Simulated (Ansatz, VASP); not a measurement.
## Mg2Cd3Te: VASP beside Ansatz

```
CELL_PARAMETERS angstrom
5.98812 0.00000 0.00000
-2.99406 5.18586 0.00000
0.00000 0.00000 4.20587
ATOMIC_POSITIONS crystal
Mg 0.66667 0.33333 0.96314
Mg 0.33333 0.66667 0.96314
Cd 0.50000 0.50000 0.45952
Cd 0.50000 0.00000 0.45952
Cd 0.00000 0.50000 0.45952
Te 0.00000 0.00000 0.88881
```

Change from the starting cell: species swapped into the ErCo3Ge2 type (P6mm, No. 183).

Alike in both runs: task relaxation of cell and atoms; functional PBE; k mesh 3 × 3 × 4; occupations gaussian, width 0.1 eV; no spin polarisation.

```csv
,VASP,Ansatz
version,VASP 6.6.1,Ansatz 0.2.0
potentials or method,"VASP PAW PBE potentials, release 64 (Mg, Cd, Te), cutoff 600 eV","scalar-relativistic, plane waves, PAW"
valence electrons in the cell,46,96
```

|  | VASP | Ansatz | Ansatz less VASP |
| --- | --- | --- | --- |
| gap on the k mesh at the Fermi level, each at its own relaxed structure (eV) | none | none | - |
| relaxed volume (Å³/atom) | 26.14 | 26.10 | -0.043 |
| relaxed cell length with the largest relative difference (Å) | 6.117 | 6.113 | -0.0042 |

A gap of «none» marks a metal or a gap that the smearing closes. VASP's potentials hold 46 valence electrons a cell and Ansatz's 96, so a difference there can come from the potentials and not from the codes.

The k mesh is coarse, so the values compare programs but aren't converged. Neither program's run includes spin-orbit coupling. Noted on VASP's run: the volume moved by over 15 % at a fixed basis, so the end points are rough.
